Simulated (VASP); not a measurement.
Wanted: the native input for a VASP 6.6.1 run.

```
Task                   : single point
Functional             : PBEsol
Potentials or basis    : VASP PAW PBE potentials, release 64 (Al, Ga_d, N)
Cutoff                 : 520 eV
k mesh                 : 6 × 6 × 6
Occupations            : gaussian, width 0.05 eV
Spin                   : no spin polarisation
Dipole correction      : no
Further INCAR settings : ALGO = Normal; EDIFF = 1e-07; NBANDS = 31
```

The structure of Al3GaN4 lies in POSCAR:

```
Al3GaN4
1.0
    4.4184008618      0.0000000000      0.0000000000
    0.0000000000      4.4184008618      0.0000000000
    0.0000000000      0.0000000000      3.6831789584
Al Ga N
3 1 4
Direct
    0.5000000000      0.5000000000      0.0000000000
    0.5000000000      0.0000000000      0.5000000000
    0.0000000000      0.5000000000      0.5000000000
    0.0000000000      0.0000000000      0.0000000000
    0.7447140287      0.7447140287      0.2552859713
    0.7447140287      0.2552859713      0.7447140287
    0.2552859713      0.7447140287      0.7447140287
    0.2552859713      0.2552859713      0.2552859713
```

One way to write it, as run:

INCAR

```
SYSTEM = Al3GaN4
PREC     = Accurate       ! precision mode
ENCUT    = 520            ! plane-wave cutoff, eV
EDIFF    = 1E-7           ! SCF threshold, eV
ISMEAR   = 0              ! smearing method
SIGMA    = 0.05           ! smearing width, eV
LREAL    = .FALSE.        ! projectors in reciprocal space
LASPH    = .TRUE.         ! aspherical terms in the spheres
NELM     = 80             ! most SCF steps
ALGO     = Normal         ! electronic algorithm
ISIF     = 2              ! what is computed and relaxed
LWAVE    = .FALSE.        ! write WAVECAR
LCHARG   = .TRUE.         ! write CHGCAR
GGA      = PS             ! functional
LELF     = .TRUE.         ! ELF
LVHAR    = .TRUE.       
NBANDS   = 31             ! bands
```

KPOINTS

```
Automatic mesh
0
G
  6 6 6
  0 0 0
```

Potentials or basis: VASP PAW PBE potentials, release 64 (Al, Ga_d, N).

Launch:

```console
$ cat potpaw_PBE.64/Al/POTCAR potpaw_PBE.64/Ga_d/POTCAR potpaw_PBE.64/N/POTCAR > POTCAR
$ mpirun -np 1 vasp_std > vasp.out
```

Results of the run:

The pressure is 44.3 GPa. The largest force is 0.292 eV/Å and the band gap on the k mesh is 2.63 eV.

Caveat: the stress differs along the axes, from 42 to 48 GPa; the PAW data sets were made with another functional, which shifts forces and pressure a little.

Run time: 2.9 min on 1 thread of AMD EPYC 7R13, with other jobs on the host, peak memory 0.2 GiB.
